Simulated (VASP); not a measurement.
Crystal: MgS.

```
Mg S
1.0
     0.00000    2.84861    2.84861
     2.84861    0.00000    2.84861
     2.84861    2.84861    0.00000
Mg S
1 1
Direct
  0.00000 0.00000 0.00000
  0.75000 0.75000 0.75000
```

```yaml
Program: VASP 6.6.1
Task: relaxation of cell and atoms
Functional: PBEsol
Potentials_or_basis: VASP PAW PBE potentials, release 64 (Mg, S)
Cutoff: 600 eV
k_mesh: 8 × 8 × 8
Occupations: fermi-dirac, width 0.02 eV
Spin: no spin polarisation
```

At the start: pressure -1.4 GPa; volume 23.12 Å³/atom.

Q: How do energy, volume and symmetry change on relaxing?

A: Over 3 steps the energy falls by 2.6 meV/atom and the volume is 22.54 Å³/atom (-2.5 %); space group F-43m (No. 216, to 0.05 Å).

The path:
```
step  energy change (eV)  largest force (eV/Å)  pressure (GPa)  volume (Å³)
   1              0.0000                0.0000           -1.39        46.23
   2             -0.0050                0.0000            0.25        44.90
   3             -0.0051                0.0000            0.00        45.08
```

Final structure:
```
Mg S
1.0
     0.00000    2.82483    2.82483
     2.82483    0.00000    2.82483
     2.82483    2.82483    0.00000
Mg S
1 1
Cartesian
  0.0000 0.0000 0.0000
  4.2373 4.2373 4.2373
```

Caveat: the PAW data sets were made with another functional, which shifts forces and pressure a little.
